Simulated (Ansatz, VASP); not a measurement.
**Two plane-wave programs on HfN**

```
Hf N
1.0
     0.00000    2.45482    2.45482
     2.45482    0.00000    2.45482
     2.45482    2.45482    0.00000
Hf N
1 1
Direct
  0.97963 0.97963 0.02037
  0.75000 0.75000 0.75000
```

Change from the starting cell: all Hf atoms moved -0.100 Å, as atom 1 along Cartesian [0 0 1].

Alike in both runs: task single point; functional r2SCAN; k mesh 16 × 16 × 16; occupations gaussian, width 0.15 eV; no spin polarisation.

```csv
,VASP,Ansatz
version,VASP 6.6.1,Ansatz 0.2.0
potentials or method,"VASP PAW PBE potentials, release 64 (Hf_pv, N), cutoff 520 eV","scalar-relativistic, plane waves, PAW"
valence electrons in the cell,15,31
```

```tsv
	VASP	Ansatz	Ansatz less VASP
gap on the k mesh at the Fermi level (eV)	none	none	-
pressure (GPa)	-2.5	-1.2	+1.30
traceless stress, the component that is largest in VASP (GPa)	5.36	5.42	+0.055
rms of the force components (eV/Å)	0.681	0.682	+0.0007
```

VASP's potentials were made for PBE, not for r2SCAN. Atom by atom the forces differ by 0.001 eV/Å (rms over components). A gap of «none» marks a metal or a gap that the smearing closes. The functional is the same, so the differences come from potentials, cutoffs and numerics. VASP's potentials hold 15 valence electrons a cell and Ansatz's 31, so a difference there can come from the potentials and not from the codes.

Neither program's run includes spin-orbit coupling.
